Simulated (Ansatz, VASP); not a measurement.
**WS in VASP and in Ansatz**

File INCAR:

```
SYSTEM = WS
PREC     = Accurate       ! precision mode
ENCUT    = 520            ! plane-wave cutoff, eV
EDIFF    = 1E-6           ! SCF threshold, eV
ISMEAR   = 0              ! smearing method
SIGMA    = 0.01           ! smearing width, eV
LREAL    = .False.        ! projectors in reciprocal space
LASPH    = .True.         ! aspherical terms in the spheres
NELM     = 80             ! most SCF steps
ALGO     = Normal         ! electronic algorithm
ISIF     = 2              ! what is computed and relaxed
LWAVE    = .False.        ! write WAVECAR
LCHARG   = .False.        ! write CHGCAR
LDIPOL   = .True.       
IDIPOL   = 3            
DIPOL    = 0.5 0.5 0.500
GGA      = PE             ! functional
NBANDS   = 28             ! bands
```

KPOINTS

```
regular mesh
0
Gamma
  9 9 1
  0 0 0
```

File POSCAR:

```
WS
1.0
    3.1885197112      0.0000000000      0.0000000000
   -1.5942598556      2.7613390704      0.0000000000
    0.0000000000      0.0000000000     31.9506691894
W S
2 2
Direct
    0.3333333333      0.6666666667      0.2347368675
    0.3333333333      0.6666666667      0.7652631325
    0.6666666667      0.3333333333      0.2839041026
    0.6666666667      0.3333333333      0.7160958974
```

Input for Ansatz:

```yaml
crystal:
  lattice:
    - [3.1885197112, 0.0, 0.0]
    - [-1.5942598556, 2.7613390704, 0.0]
    - [0.0, 0.0, 31.9506691894]
  atoms:
    - { symbol: W, position: [0.3333333333, 0.6666666667, 0.2347368675] }
    - { symbol: S, position: [0.6666666667, 0.3333333333, 0.2839041026] }
    - { symbol: S, position: [0.6666666667, 0.3333333333, 0.7160958974] }
    - { symbol: W, position: [0.3333333333, 0.6666666667, 0.7652631325] }
basis:
  ecutwfc: 420
kpoints:
  mp_grid: { grid: [9, 9, 1] }
hamiltonian:
  xc: pbe
scf:
  occupations: { method: fixed }
  max_iter: 93
output:
  forces: true
  stress: true
  eigenvalues: true
efield:
  axis: 3
  dipole_correction: true
  ramp_width: 0.04
```

Alike in both runs: task single point; functional PBE; k mesh 9 × 9 × 1; no spin polarisation.

```csv
,VASP,Ansatz
version,VASP 6.6.1,Ansatz 0.2.0
potentials or method,"VASP PAW PBE potentials, release 64 (W_sv, S), cutoff 520 eV","scalar-relativistic, plane waves, PAW"
occupations,"gaussian, width 0.01 eV",fixed
valence electrons in the cell,40,40
```

|  | VASP | Ansatz | Ansatz less VASP |
| --- | --- | --- | --- |
| gap on the k mesh at the Fermi level (eV) | 0.39 | 0.39 | -0.001 |
| least direct gap on the mesh (eV) | 0.89 | 0.88 | -0.009 |
| rms of the force components (eV/Å) | 0.419 | 0.415 | -0.0039 |

Spin-orbit coupling is off throughout.
